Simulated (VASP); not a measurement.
Wanted: the native input for a VASP 6.6.1 run.

* Task: single point
* Functional: LDA
* Potentials or basis: VASP PAW LDA potentials, release 64 (Sb)
* Cutoff: 520 eV
* k mesh: 10 × 10 × 10
* Occupations: fermi-dirac, width 0.1 eV
* Spin: no spin polarisation
* Dipole correction: no
* Further INCAR settings: ALGO = Normal; EDIFF = 1e-06; NBANDS = 12

The structure of Sb lies in POSCAR:

```
Sb
1.0
    0.0000000000      2.7036962017      2.7036962017
    2.7036962017      0.0000000000      2.7036962017
    2.7036962017      2.7036962017      0.0000000000
Sb
2
Direct
   -0.1250000000     -0.1250000000     -0.1250000000
    0.1250000000      0.1250000000      0.1250000000
```

This cell differs from its parent crystal: volume scaled by 0.5.

The input as run:

INCAR

```
PREC = Accurate
ENCUT = 520
EDIFF = 1E-6
ISMEAR = -1
SIGMA = 0.1
LREAL = F
LASPH = T
NELM = 80
ALGO = Normal
ISIF = 2
LWAVE = F
LCHARG = F
GGA = CA
NBANDS = 12
```

KPOINTS

```
regular mesh
0
Gamma
  10 10 10
```

Potentials or basis: VASP PAW LDA potentials, release 64 (Sb).

Command:

```console
$ cat potpaw_LDA.64/Sb/POTCAR > POTCAR
$ mpirun -np 1 vasp_std > vasp.out
```

Results of the run:

* Pressure: 111.6 GPa
* Band gap on the k mesh: zero (band 5 reaches 15.25 eV, above the bottom of band 6 at 11.89 eV)

Caveat: spin-orbit coupling is left out, which moves the levels of the heavy elements.

It took 30 s on 1 thread of AMD EPYC 7R13 (shared host), peak memory 0.12 GiB.
